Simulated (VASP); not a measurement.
A run of VASP 6.6.1 is set up as follows.

File INCAR:

```
SYSTEM = NaCl
ALGO = Normal
EDIFF = 1E-8
ENCUT = 520
GGA = PE
ISIF = 2
ISMEAR = -1
LASPH = .True.
LCHARG = .False.
LEFG = .True.
LREAL = .False.
LWAVE = .False.
NBANDS = 14
NELM = 60
PREC = Accurate
SIGMA = 0.03
```

File KPOINTS:

```
k-points
0
Gamma
  7 7 7
  0 0 0
```

Contents of POSCAR:

```
NaCl
1.0
    0.0000000000      2.8690141418      2.8690141418
    2.8690141418      0.0000000000      2.8690141418
    2.8690141418      2.8690141418      0.0000000000
Na Cl
1 1
Direct
    0.0000000000      0.0000000000      0.0000000000
    0.5000000000      0.5000000000      0.5000000000
```

Potentials or basis: VASP PAW PBE potentials, release 64 (Na_pv, Cl).

Run with:

```console
$ cat potpaw_PBE.64/Na_pv/POTCAR potpaw_PBE.64/Cl/POTCAR > POTCAR
$ mpirun -np 1 vasp_std > vasp.out
```

What does it give for the pressure?

-0.5 GPa.

What does it give for the band gap on the k mesh?

4.91 eV, direct.

Caveat: without QUAD_EFG the Cq values of the log hold for a quadrupole moment of 1 mb, not for the nuclei.
